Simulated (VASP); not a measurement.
Write the native input for VASP 6.6.1 that does the following.

```
Task                   : relaxation of cell and atoms
Functional             : PBE
Potentials or basis    : VASP PAW PBE potentials, release 64 (Rb_sv, Zr_sv, H)
Cutoff                 : 600 eV
k mesh                 : 3 × 3 × 2
Occupations            : gaussian, width 0.15 eV
Spin                   : no spin polarisation
Dipole correction      : no
Further INCAR settings : ALGO = Normal; EDIFF = 1e-06; IBRION = 2; EDIFFG = -0.08; NSW = 36; ISIF = 3
```

The structure of Rb2ZrH4 lies in POSCAR:

```
Rb2ZrH4
1.0
    4.9670377600      0.0000000000      0.0000000000
    0.0000000000      4.9670377600      0.0000000000
    0.0000000000      0.0000000000      6.4961998300
Rb Zr H
2 1 4
Direct
    0.5000000000      0.0000000000      0.9983828300
    0.0000000000      0.5000000000      0.9983828300
    0.0000000000      0.0000000000      0.2111220300
    0.6465542200      0.5000000000      0.3119098900
    0.3534457800      0.5000000000      0.3119098900
    0.5000000000      0.6465542200      0.3119098900
    0.5000000000      0.3534457800      0.3119098900
```

The cell was built from a structure type or drawn by symmetry, and may not be a known phase.

The input as run:

INCAR

```
ALGO = Normal ; EDIFF = 1E-6
EDIFFG = -0.08 ; ENCUT = 600
GGA = PE ; IBRION = 2
ISIF = 3 ; ISMEAR = 0
LASPH = True ; LCHARG = False
LREAL = False ; LWAVE = False
NELM = 60 ; NSW = 36
PREC = Accurate ; SIGMA = 0.15
```

KPOINTS

```
k-points
0
Gamma
  3 3 2
```

Potentials or basis: VASP PAW PBE potentials, release 64 (Rb_sv, Zr_sv, H).

Launch:

```sh
$ cat potpaw_PBE.64/Rb_sv/POTCAR potpaw_PBE.64/Zr_sv/POTCAR potpaw_PBE.64/H/POTCAR > POTCAR
$ mpirun -np 1 vasp_std > vasp.out
```

It gave:

```yaml
Relaxed_volume: 16.71 Å³/atom
Relaxed_cell: a = 4.321 Å, b = 4.321 Å, c = 6.263 Å, α = 90.00°, β = 90.00°, γ = 90.00°
Space_group_after_relaxing_to_0.1_Å: P4mm (No. 99)
Energy_gained_by_relaxing: 752.9 meV/atom
Ionic_steps: 23
Pressure_after_relaxing: 0.2 GPa
Largest_force_after_relaxing: 0.050 eV/Å
Band_gap_on_the_k_mesh: zero (bands 17 and 18 overlap by 0.54 eV)
```

Caveat: the k points lie up to 0.50 Å⁻¹ apart in the final cell, too coarse for converged energies and pressures of a metal; the volume moved by over 15 % at a fixed basis, so the end points are rough; the relaxation stopped at a loose force limit of 0.08 eV/Å, so its end isn't a converged minimum.

It took 7.5 min on 1 thread of Intel(R) Xeon(R) Platinum 8375C CPU @ 2.90GHz (Ice Lake), on a shared host, peak memory 0.31 GiB.
